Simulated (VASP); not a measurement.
BaTe: single point with PBE

Crystal: BaTe.

```
Ba Te
1.0
     6.00144    0.00000    0.00000
     0.00000    6.00144    0.00000
     0.00000    0.00000    4.24363
Ba Te
2 2
Cartesian
  3.0007 0.0000 2.1216
  0.0000 3.0007 2.1220
  0.0000 0.0000 0.0200
  3.0007 3.0007 0.0000
```

```json
{
 "Program": "VASP 6.6.1",
 "Task": "single point",
 "Functional": "PBE",
 "Potentials or basis": "VASP PAW PBE potentials, release 64 (Ba_sv, Te)",
 "Cutoff": "520 eV",
 "k mesh": "6 × 6 × 8",
 "Occupations": "gaussian, width 0.05 eV",
 "Spin": "no spin polarisation",
 "Dipole correction": "no",
 "Further INCAR settings": "ALGO = Normal; EDIFF = 1e-07; NBANDS = 24"
}
```

```json
{
 "Pressure": "0.5 GPa",
 "Largest force": "0.013 eV/Å",
 "Band gap on the k mesh": "0.76 eV"
}
```

Forces in eV/Å, atoms in the order of the input:
```
Ba   0.000  0.000  0.010
Ba   0.000  0.000  0.010
Te   0.000  0.000 -0.013
Te   0.000  0.000 -0.007
```

Levels at points of the mesh, in eV from the valence-band top:
```tsv
k point	band 14	band 15	band 16	band 17	band 18	band 19
(0.00, 0.00, 0.00)	-0.38	-0.38	0.00	0.76	0.76	0.98
(0.50, 0.00, 0.00)	-1.57	-0.57	-0.57	1.77	1.77	3.10
(0.00, 0.50, 0.00)	-1.57	-0.57	-0.57	1.77	1.77	3.10
(0.50, 0.50, 0.00)	-0.89	-0.89	-0.89	1.57	1.57	4.82
(0.00, 0.00, 0.50)	-2.95	-0.89	-0.89	1.57	4.78	4.78
(0.50, 0.00, 0.50)	-2.13	-1.22	-1.22	2.54	2.54	2.65
(0.00, 0.50, 0.50)	-2.13	-1.22	-1.22	2.54	2.54	2.65
(0.50, 0.50, 0.50)	-2.06	0.00	0.00	0.98	0.98	2.53
```

Run time: 4.4 min on 1 thread of Intel Xeon 8259CL, on a shared host, peak memory 0.44 GiB.

Caveat: semilocal functionals underestimate gaps, and a narrow one can read as zero; spin-orbit coupling is left out, which moves the levels of the heavy elements. A k mesh can miss the band edges.
